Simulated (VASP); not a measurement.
Runs of VASP 6.6.1 on Nb. The structure is that of space group Fm-3m (No. 225), or close to it. The cells are those of the table. 

| cell | gap on the mesh (eV) | pressure (GPa) |
| --- | --- | --- |
| a = 2.879, b = 2.879, c = 2.916 Å, angles 59.6, 59.6, 60.9°, 1 atom | none | 17.3 |
| a = 2.879, b = 2.879, c = 2.842 Å, angles 60.4, 60.4, 59.1°, 1 atom | none | 23.4 |
| a = 2.917, b = 2.917, c = 2.842 Å, angles 60.9, 60.9, 58.3°, 1 atom | none | (a) |
| a = 2.956, b = 2.956, c = 2.842 Å, angles 61.3, 61.3, 57.5°, 1 atom | none | 10.9 |

Alike in all rows: task single point; level r2SCAN; potentials or basis VASP PAW PBE potentials, release 64 (Nb_sv); no spin polarisation; k mesh 20 × 20 × 20; cutoff (eV) 520; smearing gaussian 0.15 eV.

Problem. Estimate the missing entries.

Solution. (a) 16.9.

Caveats: the cell stands under pressure; the PAW data sets were made with another functional, which shifts forces and pressure a little.

A k mesh can miss the band edges, and the runs leave out spin-orbit coupling on Nb.

A gap of «none» marks levels without a gap at the run's occupations.
